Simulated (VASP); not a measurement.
Input of a VASP 6.6.1 run:

File INCAR:

```
PREC = Accurate ; ENCUT = 520
EDIFF = 1E-6 ; ISMEAR = 0
SIGMA = 0.2 ; LREAL = False
LASPH = True ; NELM = 80
ALGO = Normal ; ISIF = 2
LWAVE = False ; LCHARG = False
GGA = PE ; NBANDS = 67
```

Contents of KPOINTS:

```
regular mesh
0
Gamma
  6 6 1
```

File POSCAR:

```
Ti2GaS3
1.0
    3.3253834921      0.0000000000      0.0000000000
   -1.6626917460      2.8798665815      0.0000000000
    0.0000000000      0.0000000000     21.6463466816
Ti Ga S
4 2 6
Direct
    0.0000000000      0.0000000000      0.1742870236
    0.0000000000      1.0000000000      0.6742870236
    0.0000000000      1.0000000000      0.3257129764
    0.0000000000      1.0000000000      0.8257129764
    0.0000000000      0.0000000000      0.0000000000
    1.0000000000      1.0000000000      0.5000000000
    0.3333333333      0.6666666667      0.1056417676
    0.3333333333      0.6666666667      0.6056417676
    0.3333333333      0.6666666667      0.2500000000
    0.3333333333      0.6666666667      0.7500000000
    0.3333333333      0.6666666667      0.3943582324
    0.3333333333      0.6666666667      0.8943582324
```

Potentials or basis: VASP PAW PBE potentials, release 64 (Ti_sv, Ga_d, S).

Command:

```sh
$ cat potpaw_PBE.64/Ti_sv/POTCAR potpaw_PBE.64/Ga_d/POTCAR potpaw_PBE.64/S/POTCAR > POTCAR
$ mpirun -np 1 vasp_std > vasp.out
```

(1) Estimate the largest force.

(2) Predict the pressure.

(3) What does it give for the band gap on the k mesh?

## Answers

(1) 0.016 eV/Å.

(2) 0.1 GPa.

(3) zero (bands 55 and 56 overlap by 0.89 eV).

Caveat: the k points lie up to 0.36 Å⁻¹ apart, too coarse for converged energies and pressures of a metal.
